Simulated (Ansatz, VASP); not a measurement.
One calculation of PtSe2, two programs

```
CELL_PARAMETERS angstrom
3.75997 0.00000 0.00000
-1.87999 3.25623 0.00000
0.00000 0.00000 4.86260
ATOMIC_POSITIONS crystal
Pt 0.00000 0.00000 0.00000
Se 0.33333 0.66667 0.26086
Se 0.66667 0.33333 0.73914
```

Alike in both runs: task single point; functional PBEsol; k mesh 15 × 15 × 10; occupations gaussian, width 0.1 eV; no spin polarisation.

|  | VASP | Ansatz |
| --- | --- | --- |
| version | VASP 6.6.1 | Ansatz 0.2.0 |
| potentials or method | VASP PAW PBE potentials, release 64 (Pt, Se), cutoff 500 eV | scalar-relativistic, plane waves, PAW |
| valence electrons in the cell | 22 | 50 |

Ansatz gave:

* gap on the k mesh at the Fermi level (eV): none
* pressure (GPa): 0.0
* rms of the force components (eV/Å): 0.002

Q: Estimate VASP's values.

A: gap on the k mesh at the Fermi level (eV): none; pressure (GPa): 0.1; rms of the force components (eV/Å): 0.004.

VASP's potentials were made for PBE, not for PBEsol. Atom by atom the forces differ by 0.007 eV/Å (rms over components). A gap of «none» marks a metal or a gap that the smearing closes. The functional is the same, so the differences come from potentials, cutoffs and numerics. VASP's potentials hold 22 valence electrons a cell and Ansatz's 50, so a difference there can come from the potentials and not from the codes.

Spin-orbit coupling is off throughout.
